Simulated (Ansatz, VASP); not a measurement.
**HfB: VASP beside Ansatz**

The input POSCAR:

```
HfB
1.0
    0.0000000000      2.3252984591      2.3252984591
    2.3252984591      0.0000000000      2.3252984591
    2.3252984591      2.3252984591      0.0000000000
Hf B
1 1
Direct
    0.5000000000      0.5000000000      0.5000000000
    0.0000000000      0.0000000000      0.0000000000
```

INCAR.step1

```
PREC = Accurate
ENCUT = 520
EDIFF = 1E-5
ISMEAR = -1
SIGMA = 0.05
LREAL = F
LASPH = T
NELM = 100
ALGO = Normal
ISIF = 2
LWAVE = T
NBANDS = 14
GGA = PE
```

The input INCAR.step2:

```
PREC = Accurate
ENCUT = 520
EDIFF = 1E-6
ISMEAR = -1
SIGMA = 0.05
LREAL = F
LASPH = T
NELM = 100
ALGO = Normal
ISIF = 2
LWAVE = F
LCHARG = T
GGA = PE
LHFCALC = T
AEXX = 0.25
PRECFOCK = Normal
LELF = T
LVHAR = T
NBANDS = 14
ISTART = 1
```

File KPOINTS:

```
Automatic mesh
0
Gamma
  6 6 6
```

input.yaml

```yaml
crystal:
  lattice:
    - [0.0, 2.3252984591, 2.3252984591]
    - [2.3252984591, 0.0, 2.3252984591]
    - [2.3252984591, 2.3252984591, 0.0]
  atoms:
    - { symbol: Hf, position: [0.5, 0.5, 0.5] }
    - { symbol: B, position: [0.0, 0.0, 0.0] }
hamiltonian:
  xc: pbe0
  pseudopotentials: { kind: paw }
kpoints:
  mp_grid: { grid: [6, 6, 6] }
scf:
  occupations: { method: fermi_dirac, width: 0.05 }
output:
  forces: true
  stress: true
  eigenvalues: true
```

Alike in both runs: task single point; functional PBE0; k mesh 6 × 6 × 6; occupations fermi-dirac, width 0.05 eV; no spin polarisation.

|  | VASP | Ansatz |
| --- | --- | --- |
| version | VASP 6.6.1 | Ansatz 0.2.0 |
| potentials or method | VASP PAW PBE potentials, release 64 (Hf_pv, B) | Ansatz PAW |
| plane-wave cutoff (eV) | 520 | 420 |
| valence electrons in the cell | 13 | 29 |

|  | VASP | Ansatz | Ansatz less VASP |
| --- | --- | --- | --- |
| gap on the k mesh at the Fermi level (eV) | none | none | - |
| pressure (GPa) | 22.3 | 24.1 | +1.82 |

A gap of «none» marks a metal or a gap that the smearing closes. With one functional, cell and mesh, what is left measures potentials, basis and numerics. VASP's potentials hold 13 valence electrons a cell and Ansatz's 29, so a difference there can come from the potentials and not from the codes.

The k mesh is coarse, so the values compare programs but aren't converged. Spin-orbit coupling is off throughout.
